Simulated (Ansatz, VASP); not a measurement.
**Two plane-wave programs on Si**

```xyz
17
Lattice="0.0000 5.4300 5.4300 5.4300 0.0000 5.4300 5.4300 5.4300 0.0000" Properties=species:S:1:pos:R:3 pbc="T T T"
Si   -0.0897   -0.0926    0.0797
Si    1.2844    1.2828    1.3659
Si    2.5008    2.4990   -0.2168
Si    3.8714    3.8695    1.1537
Si    2.6780    0.0754    2.7896
Si    3.9484    1.4620    4.1757
Si    5.3405    2.7956    2.6213
Si    6.7144    4.0818    3.9970
Si    0.0772    2.6765    2.7897
Si    1.4645    3.9467    4.1753
Si    2.7974    5.3382    2.6219
Si    4.0837    6.7127    3.9970
Si    2.9613    2.9592    5.6733
Si    4.3454    4.3437    7.0579
Si    5.5073    5.5055    5.3907
Si    6.8943    6.8914    6.6610
Si    6.0442    6.0436    8.7584
```

Alike in both runs: functional PBEsol; k mesh 2 × 2 × 2; occupations gaussian, width 0.05 eV; no spin polarisation.

Ansatz relaxed the structure, and its values are those at the end. VASP's run is a single point on that final structure, the one shown.

|  | VASP | Ansatz |
| --- | --- | --- |
| version | VASP 6.6.1 | Ansatz 0.2.0 |
| potentials or method | VASP PAW PBE potentials, release 64 (Si), cutoff 520 eV | scalar-relativistic, plane waves, PAW |
| valence electrons in the cell | 68 | 68 |

```csv
,VASP,Ansatz,Ansatz less VASP
rms of the force components (eV/Å),0.011,0.011,-0.0001
```

VASP's potentials were made for PBE, not for PBEsol, and Ansatz warns of the same on its side.

The k mesh is coarse, so the values compare programs but aren't converged.
